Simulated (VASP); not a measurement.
# Al3N in VASP: a series of runs, part 2 of 2

VASP 6.6.1.

**3. Relaxation of the atoms, PBEsol**

Input file INCAR:

```
ALGO = Normal
DIPOL = 0.5 0.5 0.327
EDIFF = 1E-7
EDIFFG = -0.025
ENCUT = 520
GGA = PS
IBRION = 2
IDIPOL = 3
ISIF = 2
ISMEAR = 0
LASPH = T
LCHARG = F
LDIPOL = T
LREAL = F
LWAVE = F
NELM = 60
NSW = 36
PREC = Accurate
SIGMA = 0.1
```

Input file KPOINTS:

```
k-points
0
Gamma
  9 9 1
```

Input file POSCAR:

```
Al3N
1.0
    2.8394270062      0.0000000000      0.0000000000
    0.0000000000      2.8394270062      0.0000000000
    0.0000000000      0.0000000000     19.6413451746
Al N
3 1
Selective dynamics
Direct
    0.5000000000      0.5000000000      0.2036520393  F F F
    0.0000000000      0.0000000000      0.3090064780  F F F
    0.5000000000      0.5000000000      0.4145003869  F F F
    1.0000000000      1.0000000000      0.3819160606  F F T
```

Potentials or basis: VASP PAW PBE potentials, release 64 (Al, N).

Launch:

```bash
$ cat potpaw_PBE.64/Al/POTCAR potpaw_PBE.64/N/POTCAR > POTCAR
$ mpirun -np 1 vasp_std > vasp.out
```

OUTCAR:

```text
EDIFF = 1E-7
   EDIFFG = -0.025
   ENCUT = 520
   GGA = PS
   IBRION = 2
   ISIF = 2
   ISMEAR = 0
   LASPH = T
   LREAL = F
   NELM = 60
   NSW = 36
   PREC = Accurate

 ion  position               nearest neighbor table
   1  0.500  0.500  0.204-   2 2.88   2 2.88   2 2.88   2 2.88
   2  0.000  0.000  0.309-   4 1.43   1 2.88   1 2.88   1 2.88   1 2.88   3 2.89   3 2.89   3 2.89
                             3 2.89
   3  0.500  0.500  0.415-   4 2.11   4 2.11   4 2.11   4 2.11   2 2.89   2 2.89   2 2.89   2 2.89

   4  0.000  0.000  0.382-   2 1.43   3 2.11   3 2.11   3 2.11   3 2.11

  LATTYP: Found a simple tetragonal cell.
 ALAT       =     2.8394270062
 C/A-ratio  =     6.9173622466

  Lattice vectors:

 A1 = (   2.8394270062,   0.0000000000,   0.0000000000)
 A2 = (   0.0000000000,   2.8394270062,   0.0000000000)
 A3 = (   0.0000000000,   0.0000000000,  19.6413451746)

Analysis of symmetry for initial positions (statically):
=====================================================================
 Subroutine PRICEL returns:
 Original cell was already a primitive cell.

 Routine SETGRP: Setting up the symmetry group for a
 simple tetragonal supercell.

 Subroutine GETGRP returns: Found  8 space group operations
 (whereof  8 operations were pure point group operations)
 out of a pool of 16 trial point group operations.

The static configuration has the point symmetry C_4v.

Analysis of symmetry for dynamics (positions and initial velocities):
=====================================================================
 Subroutine PRICEL returns:
 Original cell was already a primitive cell.

 Routine SETGRP: Setting up the symmetry group for a
 simple tetragonal supercell.

 Subroutine GETGRP returns: Found  8 space group operations
 (whereof  8 operations were pure point group operations)
 out of a pool of 16 trial point group operations.

The dynamic configuration has the point symmetry C_4v.

Analysis of constrained symmetry for selective dynamics:
=====================================================================
[... 202 lines left out ...]
  band No.  band energies     occupation
      1     -16.1712      2.00000
      2     -10.1685      2.00000
      3      -7.2719      2.00000
      4      -3.9997      2.00000
      5      -2.0611      2.00000
      6      -2.0611      2.00000
      7      -1.0090      2.00000
      8       2.3447      0.00000
      9       3.7606      0.00000
     10       4.5527      0.00000
     11       4.8088      0.00000
[... 225 lines left out ...]
  FREE ENERGIE OF THE ION-ELECTRON SYSTEM (eV)
  ---------------------------------------------------
  free  energy   TOTEN  =       -21.1581939572 eV

  energy  without entropy=      -21.1508792774  energy(sigma->0) =      -21.15453662

 dipolmoment           0.000000      0.000000      0.023408 electrons x Angstroem

--------------------------------------- Ionic step        3  -------------------------------------------

 number of electron      14.0000000 magnetization

------------------------ aborting loop because EDIFF is reached ----------------------------------------
[... 33 lines left out ...]
--------------------------------------- Ionic step        4  -------------------------------------------

 number of electron      14.0000000 magnetization

 dipolmoment           0.000000      0.000000     -0.055587 electrons x Angstroem

 Free energy of the ion-electron system (eV)
  ---------------------------------------------------
  ext. energy  EPLUGINS =         0.00000000
  ---------------------------------------------------
  free energy    TOTEN  =       -21.52658769 eV

  energy without entropy =      -21.52020622  energy(sigma->0) =      -21.52339695

 E-fermi :   0.6495     XC(G=0):  -4.4731

 val. band max:        0.5726522080   @ k =   0.4444   0.1111   0.0000
 cond. band min:       0.7251568887   @ k =   0.2222   0.1111   0.0000
 fundamental gap:      0.1525046807
 Fermi energy:         0.6495258465

 k-point     1 :       0.0000    0.0000    0.0000
  band No.  band energies     occupation
      1     -16.9013      2.00000
      2      -9.4479      2.00000
      3      -6.8288      2.00000
      4      -3.7224      2.00000
      5      -2.8105      2.00000
      6      -2.8105      2.00000
      7      -0.5514      2.00000
      8       2.2262      0.00000
      9       3.3407      0.00000
     10       4.3645      0.00000
     11       4.5839      0.00000
[... 184 lines left out ...]
  band No.  band energies     occupation
      1     -14.1775      2.00000
      2      -6.9418      2.00000
      3      -6.8584      2.00000
      4      -3.3446      2.00000
      5      -2.1244      2.00000
      6      -1.0013      2.00000
      7      -0.3495      2.00000
      8       1.2310      0.00000
      9       1.2928      0.00000
     10       2.1636      0.00000
     11       2.2860      0.00000

------------------------ aborting loop because EDIFF is reached ----------------------------------------

 vacuum level on the upper side and lower side of the slab       (xc-potential included)        -0.703         0.495

  FORCE on cell =-STRESS in cart. coord.  units (eV):
  Direction    XX          YY          ZZ          XY          YZ          ZX
  --------------------------------------------------------------------------------------
  -------------------------------------------------------------------------------------
  Total       -3.5627195     -3.5627195      0.2294376      0.0000000      0.0000000      0.0000000
  in kB      -36.0462066    -36.0462066      2.3213601      0.0000000      0.0000000      0.0000000
  external PRESSURE =     -23.2570177 kB  Pullay stress =       0.0000000 kB
[... 19 lines left out ...]
  FREE ENERGIE OF THE ION-ELECTRON SYSTEM (eV)
  ---------------------------------------------------
  free  energy   TOTEN  =       -21.5265876870 eV

  energy  without entropy=      -21.5202062163  energy(sigma->0) =      -21.52339695

 reached required accuracy - stopping structural energy minimisation

 vacuum level on the upper side and lower side of the slab         3.470         4.710
```

OSZICAR:

```text
N       E                     dE             d eps       ncg     rms          rms(c)
DAV:   1     0.849527662682E+02    0.84953E+02   -0.49399E+03   330   0.927E+02
DAV:   2    -0.838978092087E+01   -0.93343E+02   -0.88340E+02   525   0.174E+02
DAV:   3    -0.220566676219E+02   -0.13667E+02   -0.13416E+02   423   0.784E+01
[... 88 lines left out ...]
DAV:  15    -0.215265860482E+02   -0.22413E-05   -0.21809E-07   340   0.222E-03    0.204E-04
DAV:  16    -0.215265868337E+02   -0.78550E-06   -0.36959E-08   305   0.953E-04    0.152E-04
DAV:  17    -0.215265873319E+02   -0.49822E-06   -0.22268E-08   276   0.519E-04    0.831E-05
DAV:  18    -0.215265876270E+02   -0.29512E-06   -0.20878E-08   265   0.347E-04    0.898E-05
DAV:  19    -0.215265876870E+02   -0.60033E-07   -0.62313E-09   252   0.210E-04
   4 F= -.21526588E+02 E0= -.21523397E+02  d E =-.399296E+01
```

It took 2.3 min on 1 thread of Intel Xeon Platinum 8488C (Sapphire Rapids), shared host; peak memory 0.28 GiB.

What came out:

- Free energy: -21.5266 eV
- Energy gained by relaxing: 998.2 meV/atom
- Ionic steps: 4
- Band gap on the k mesh: zero (bands 7 and 8 overlap by 0.88 eV)

Step by step:
| step | energy change (eV) | largest force on free atoms (eV/Å) | pressure (GPa) |
| --- | --- | --- | --- |
| 1 | 0.0000 | 21.2303 | 8.42 |
| 2 | -3.6246 | 2.3521 | -3.39 |
| 3 | -3.8776 | 1.3135 | -1.40 |
| 4 | -3.9930 | 0.0116 | -2.33 |

Final structure:
```
Al N
1.0
     2.83943    0.00000    0.00000
     0.00000    2.83943    0.00000
     0.00000    0.00000   19.64135
Al N
3 1
Direct
  0.50000 0.50000 0.20365
  0.00000 0.00000 0.30901
  0.50000 0.50000 0.41450
  0.00000 0.00000 0.41820
```

Levels at points of the mesh, in eV from the Fermi level:
| k point | band 4 | band 5 | band 6 | band 7 | band 8 | band 9 | band 10 | band 11 |
| --- | --- | --- | --- | --- | --- | --- | --- | --- |
| (0.00, 0.00, 0.00) | -4.37 | -3.46 | -3.46 | -1.20 | 1.58 | 2.69 | 3.71 | 3.93 |

Caveat: the PAW data sets were made with another functional, which shifts forces and pressure a little.
